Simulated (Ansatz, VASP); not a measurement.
**Zn3Se2S: VASP beside Ansatz**

File INCAR:

```
SYSTEM = Zn3Se2S
PREC = Accurate
ENCUT = 600
EDIFF = 1E-7
ISMEAR = 0
SIGMA = 0.02
LREAL = .False.
LASPH = .True.
NELM = 80
ALGO = Normal
ISIF = 3
LWAVE = .False.
LCHARG = .False.
GGA = PE
IBRION = 2
NSW = 100
EDIFFG = -0.01
```

The input KPOINTS:

```
Automatic mesh
0
Gamma
  12 12 4
  0 0 0
```

File POSCAR:

```
Zn3Se2S
1.0
    3.9859881461      0.0000000000      0.0000000000
   -1.9929940730      3.4519669937      0.0000000000
    0.0000000000      0.0000000000      9.7655900182
Zn Se S
3 2 1
Direct
    0.0000000000      0.0000000000      0.9904876999
    0.6666666667      0.3333333333      0.3330911039
    0.3333333333      0.6666666667      0.6760394109
    0.6666666667      0.3333333333      0.0796643422
    0.3333333333      0.6666666667      0.4216974993
    0.0000000000      0.0000000000      0.7490199439
```

Input for Ansatz:

```yaml
crystal:
  lattice:
    - [3.9859881461, 0.0, 0.0]
    - [-1.992994073, 3.4519669937, 0.0]
    - [0.0, 0.0, 9.7655900182]
  atoms:
    - { symbol: Zn, position: [0.0, 0.0, 0.9904876999] }
    - { symbol: Zn, position: [0.6666666667, 0.3333333333, 0.3330911039] }
    - { symbol: Zn, position: [0.3333333333, 0.6666666667, 0.6760394109] }
    - { symbol: Se, position: [0.6666666667, 0.3333333333, 0.0796643422] }
    - { symbol: Se, position: [0.3333333333, 0.6666666667, 0.4216974993] }
    - { symbol: S, position: [0.0, 0.0, 0.7490199439] }
basis:
  ecutwfc: 420
kpoints:
  mp_grid: { grid: [12, 12, 4] }
hamiltonian:
  xc: pbe
scf:
  occupations: { method: gaussian, width: 0.02 }
output:
  forces: true
  stress: true
  eigenvalues: true
relax:
  adjacent_minimum: "off"
  f_tol: 0.01
  max_steps: 80
  cell: { stress_tol: 0.05 }
```

Alike in both runs: task relaxation of cell and atoms; functional PBE; k mesh 12 × 12 × 4; occupations gaussian, width 0.02 eV; no spin polarisation.

```csv
,VASP,Ansatz
version,VASP 6.6.1,Ansatz 0.2.0
potentials or method,"VASP PAW PBE potentials, release 64 (Zn, Se, S), cutoff 600 eV","scalar-relativistic, plane waves, PAW"
valence electrons in the cell,54,74
```

|  | VASP | Ansatz | Ansatz less VASP |
| --- | --- | --- | --- |
| gap on the k mesh at the Fermi level, each at its own relaxed structure (eV) | 1.24 | 1.26 | +0.014 |
| relaxed volume (Å³/atom) | 22.47 | 22.39 | -0.078 |
| relaxed length of the cell vector where the two differ most in proportion (Å) | 9.778 | 9.766 | -0.0127 |

VASP's potentials hold 54 valence electrons a cell and Ansatz's 74, so a difference there can come from the potentials and not from the codes.
